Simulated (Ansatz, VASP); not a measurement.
Al4Pt: VASP beside Ansatz

Contents of INCAR:

```
SYSTEM = Al4Pt
  ALGO = Fast
  EDIFF = 1E-7
  EDIFFG = -0.01
  ENCUT = 600
  GGA = PE
  IBRION = 2
  ISIF = 3
  ISMEAR = 0
  LASPH = .True.
  LCHARG = .False.
  LREAL = .False.
  LWAVE = .False.
  NELM = 100
  NSW = 100
  PREC = Accurate
  SIGMA = 0.1
```

The input KPOINTS:

```
k-points
0
Gamma
  12 12 4
  0 0 0
```

Contents of POSCAR:

```
Al4Pt
1.0
    2.8805833666      0.0000000000      0.0000000000
   -1.4402916833      2.4946583732      0.0000000000
    0.0000000000      0.0000000000     11.2708086785
Al Pt
4 1
Direct
    0.3333333333      0.6666666667      0.8164129386
    0.3333333333      0.6666666667      0.3895006779
    0.6666666667      0.3333333333      0.1835870614
    0.6666666667      0.3333333333      0.6104993221
    0.0000000000      0.0000000000      0.0000000000
```

Input for Ansatz:

```yaml
crystal:
  lattice:
    - [2.8805833666, 0.0, 0.0]
    - [-1.4402916833, 2.4946583732, 0.0]
    - [0.0, 0.0, 11.2708086785]
  atoms:
    - { symbol: Al, position: [0.3333333333, 0.6666666667, 0.8164129386] }
    - { symbol: Al, position: [0.3333333333, 0.6666666667, 0.3895006779] }
    - { symbol: Al, position: [0.6666666667, 0.3333333333, 0.1835870614] }
    - { symbol: Al, position: [0.6666666667, 0.3333333333, 0.6104993221] }
    - { symbol: Pt, position: [0.0, 0.0, 0.0] }
basis:
  ecutwfc: 420
kpoints:
  mp_grid: { grid: [12, 12, 4] }
hamiltonian:
  xc: pbe
scf:
  occupations: { method: gaussian, width: 0.1 }
output:
  forces: true
  stress: true
  eigenvalues: true
relax:
  adjacent_minimum: "off"
  f_tol: 0.01
  max_steps: 80
  cell: { stress_tol: 0.05 }
```

Change from the starting cell: species swapped into the Co4H type (P-3m1, No. 164).

Alike in both runs: task relaxation of cell and atoms; functional PBE; k mesh 12 × 12 × 4; occupations gaussian, width 0.1 eV; no spin polarisation.

|  | VASP | Ansatz |
| --- | --- | --- |
| version | VASP 6.6.1 | Ansatz 0.2.0 |
| potentials or method | VASP PAW PBE potentials, release 64 (Al, Pt), cutoff 600 eV | scalar-relativistic, plane waves, PAW |
| valence electrons in the cell | 22 | 30 |

|  | VASP | Ansatz | Ansatz less VASP |
| --- | --- | --- | --- |
| gap on the k mesh at the Fermi level, each at its own relaxed structure (eV) | none | none | - |
| relaxed volume (Å³/atom) | 16.14 | 16.15 | +0.014 |
| relaxed cell length with the largest relative difference (Å) | 2.907 | 2.909 | +0.0025 |

A gap of «none» marks a metal or a gap that the smearing closes. VASP's potentials hold 22 valence electrons a cell and Ansatz's 30, so a difference there can come from the potentials and not from the codes.

Neither program's run includes spin-orbit coupling.
